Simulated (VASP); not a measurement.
Here is a VASP 6.6.1 calculation.

INCAR

```
SYSTEM = Hf
ALGO = Normal
EDIFF = 1E-6
ENCUT = 500
GGA = PS
GGA_COMPAT = .False.
ISIF = 2
ISMEAR = -1
LASPH = .True.
LCHARG = .True.
LELF = .True.
LREAL = .False.
LVHAR = .True.
LWAVE = .False.
NBANDS = 11
NELM = 120
PREC = Accurate
SIGMA = 0.08
```

KPOINTS

```
k-points
0
Gamma
  13 13 13
  0 0 0
```

Contents of POSCAR:

```
Hf
1.0
    2.1961143969      0.0000000000      0.0000000000
    0.0000000000      2.1961143969      0.0000000000
    0.0000000000      0.0000000000      2.1961143969
Hf
1
Direct
    0.0000000000      0.0000000000      0.0000000000
```

Potentials or basis: VASP PAW PBE potentials, release 64 (Hf_pv).

Run with:

```bash
$ cat potpaw_PBE.64/Hf_pv/POTCAR > POTCAR
$ mpirun -np 1 vasp_std > vasp.out
```

Problem. Predict the band gap on the k mesh.

Solution. Zero (band 5 reaches 12.94 eV, above the bottom of band 6 at 4.99 eV).

Problem. Estimate the pressure.

Solution. 308.9 GPa.

Caveat: the PAW data sets were made with another functional, which shifts forces and pressure a little; spin-orbit coupling is left out, which moves the levels of the heavy elements.
